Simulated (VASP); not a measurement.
A run of VASP 6.6.1:

File POSCAR:

```
TiO2
1.0
    3.3668830835      0.0000000000      0.0000000000
    0.0000000000      3.3668830835      0.0000000000
    0.0000000000      0.0000000000      5.2015368334
Ti O
2 4
Direct
    0.0000000000      0.0000000000      0.0000000000
    0.5000000000      0.5000000000      0.5000000000
    0.0000000000      0.5000000000      0.3371089326
    0.0000000000      0.5000000000      0.8371089326
    0.5000000000      0.0000000000      0.6628910674
    0.5000000000      0.0000000000      0.1628910674
```

Contents of INCAR.step1:

```
ALGO     = Normal         # electronic algorithm
EDIFF    = 1E-4           # SCF threshold, eV
ENCUT    = 520            # plane-wave cutoff, eV
GGA      = PE             # functional
ISMEAR   = 0              # smearing method
LASPH    = T              # aspherical terms in the spheres
LCHARG   = F              # write CHGCAR
LREAL    = F              # projectors in reciprocal space
LWAVE    = T              # write WAVECAR
NBANDS   = 33             # bands
NELM     = 100            # most SCF steps
PREC     = Accurate       # precision mode
SIGMA    = 0.02           # smearing width, eV
```

Contents of INCAR.step2:

```
ALGO     = Normal         # electronic algorithm
EDIFF    = 1E-6           # SCF threshold, eV
ENCUT    = 520            # plane-wave cutoff, eV
ISIF     = 2              # what is computed and relaxed
ISMEAR   = 0              # smearing method
ISTART   = 1            
LASPH    = T              # aspherical terms in the spheres
LCHARG   = F              # write CHGCAR
LMIXTAU  = T            
LREAL    = F              # projectors in reciprocal space
LWAVE    = F              # write WAVECAR
METAGGA  = R2SCAN         # meta-GGA
NBANDS   = 33             # bands
NELM     = 100            # most SCF steps
PREC     = Accurate       # precision mode
SIGMA    = 0.02           # smearing width, eV
```

File KPOINTS:

```
k-points
0
Gamma
  8 8 6
```

Potentials or basis: VASP PAW PBE potentials, release 64 (Ti_sv, O).

The run is started by

```bash
$ cat potpaw_PBE.64/Ti_sv/POTCAR potpaw_PBE.64/O/POTCAR > POTCAR
$ cp INCAR.step1 INCAR
$ mpirun -np 1 vasp_std > vasp.out
$ cp INCAR.step2 INCAR
$ mpirun -np 1 vasp_std > vasp.out
```

Hardware: 1 thread of Intel(R) Xeon(R) Platinum 8488C (Sapphire Rapids), on a shared host.

Estimate the wall time of this run.

Wall time 6.9 min on 1 thread of Intel(R) Xeon(R) Platinum 8488C (Sapphire Rapids), with other jobs on the host, peak memory 0.24 GiB. Counts: k points 60.
